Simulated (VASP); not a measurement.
Crystal: SiC.

```
Si C
1.0
     3.00773   -0.04184    0.01144
    -1.54010    2.77884    0.00849
     0.05614    0.08051   14.59739
Si C
6 6
Direct
  0.01147 0.02587 0.10189
  0.91415 0.95336 0.62253
  0.34587 0.63377 0.29686
  0.66979 0.29757 0.79609
  0.36716 0.71087 0.96205
  0.69353 0.32190 0.45998
  0.03402 0.01640 0.99619
  0.02402 0.01692 0.50671
  0.30999 0.68056 0.18036
  0.68532 0.32863 0.66481
  0.29120 0.68387 0.83913
  0.65348 0.33029 0.32340
```

```yaml
Program: VASP 6.6.1
Task: relaxation of the atoms
Functional: r2SCAN
Potentials_or_basis: VASP PAW PBE potentials, release 64 (Si, C)
Cutoff: 520 eV
k_mesh: 12 × 12 × 2
Occupations: gaussian, width 0.05 eV
Spin: no spin polarisation
```

At the start: pressure 17.3 GPa; volume 10.09 Å³/atom.

**Question.** Where does the relaxation end?

**Answer.** Over 34 steps the energy falls by 549.5 meV/atom at a fixed cell; space group P1 (No. 1, to 0.1 Å) before and after.

The path:
```
step  energy change (eV)  largest force (eV/Å)  pressure (GPa)
   1              0.0000               19.1117           17.30
   2              0.3716                7.1371           17.27
   3             -2.1566                6.0330           12.97
   4             -4.1586                5.5897            9.77
   5             -5.1307                4.1073            7.60
   6             -5.2888                5.0545            7.54
   7             -5.3051                4.9045            7.46
   8             -6.1175                2.7087            6.07
   9             -6.3541                2.0891            5.60
  10             -6.4324                2.0024            5.89
  11             -6.5082                0.5234            5.54
  12             -6.5399                0.4303            5.63
  13             -6.5407                0.5446            5.65
  14             -6.5652                0.3072            5.61
  15             -6.5686                0.4432            5.59
  16             -6.5853                0.1853            5.54
  17             -6.5858                0.1865            5.53
  18             -6.5895                0.1013            5.59
  19             -6.5895                0.0959            5.59
  20             -6.5904                0.0736            5.58
  21             -6.5905                0.0843            5.58
  22             -6.5913                0.0653            5.58
  23             -6.5918                0.1010            5.57
  24             -6.5925                0.0499            5.57
  25             -6.5927                0.0425            5.57
  26             -6.5929                0.0339            5.57
  27             -6.5931                0.0476            5.57
  28             -6.5933                0.0247            5.57
  29             -6.5934                0.0540            5.56
  30             -6.5936                0.0176            5.56
  31             -6.5936                0.0219            5.56
  32             -6.5936                0.0117            5.57
  33             -6.5936                0.0115            5.57
  34             -6.5936                0.0058            5.56
```

Final structure:
```yaml
crystal:
  lattice:
    - [3.00773, -0.04184, 0.01144]
    - [-1.54010, 2.77884, 0.00849]
    - [0.05614, 0.08051, 14.59739]
  atoms:
    - { symbol: Si, position: [0.02040, 0.01890, 0.12563] }
    - { symbol: Si, position: [0.98139, 0.98242, 0.62574] }
    - { symbol: Si, position: [0.33435, 0.66719, 0.29259] }
    - { symbol: Si, position: [0.66618, 0.33318, 0.79261] }
    - { symbol: Si, position: [0.35202, 0.68417, 0.95903] }
    - { symbol: Si, position: [0.64897, 0.31666, 0.45911] }
    - { symbol: C, position: [0.02733, 0.02615, 0.99881] }
    - { symbol: C, position: [0.97125, 0.97277, 0.49896] }
    - { symbol: C, position: [0.34341, 0.67570, 0.16614] }
    - { symbol: C, position: [0.65640, 0.32412, 0.66619] }
    - { symbol: C, position: [0.34109, 0.67477, 0.83257] }
    - { symbol: C, position: [0.65722, 0.32397, 0.33262] }
```

Caveat: the PAW data sets were made with another functional, which shifts forces and pressure a little.
